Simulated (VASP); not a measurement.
## SrO: single point with PBE

SrO:

```
Sr O
1.0
     0.00000    2.59737    2.59737
     2.59737    0.00000    2.59737
     2.59737    2.59737    0.00000
Sr O
1 1
Direct
  0.50000 0.50000 0.50000
  0.00000 0.00000 0.00000
```

* Program: VASP 6.6.1
* Task: single point
* Functional: PBE
* Potentials or basis: VASP PAW PBE potentials, release 64 (Sr_sv, O)
* Cutoff: 520 eV
* k mesh: 8 × 8 × 8
* Occupations: gaussian, width 0.01 eV
* Spin: no spin polarisation
* Dipole correction: no
* Further INCAR settings: ALGO = Normal; EDIFF = 1e-06; NBANDS = 15

```json
{
 "Pressure": "0.5 GPa",
 "Band gap on the k mesh": "3.28 eV (least direct gap 3.39 eV)"
}
```

Levels at points of the mesh, in eV from the valence-band top:
```
           k point  band 5  band 6  band 7  band 8  band 9  band 10  band 11  band 12
(0.00, 0.00, 0.00)  -14.17    0.00    0.00    0.00    3.77     6.14     6.14     6.14
(0.50, 0.00, 0.00)  -12.99   -2.11   -1.08   -1.08    6.42     8.21     8.67     8.67
(0.50, 0.50, 0.00)  -14.50   -0.48   -0.11   -0.11    3.28     7.57     9.97    10.11
```

Wall time 7.3 s on 1 thread of Intel(R) Xeon(R) 6975P-C (Granite Rapids), with other jobs on the host, peak memory 0.16 GiB.

A k mesh can miss the band edges. A hybrid or GW would open this gap; PBE tends to underestimate it.
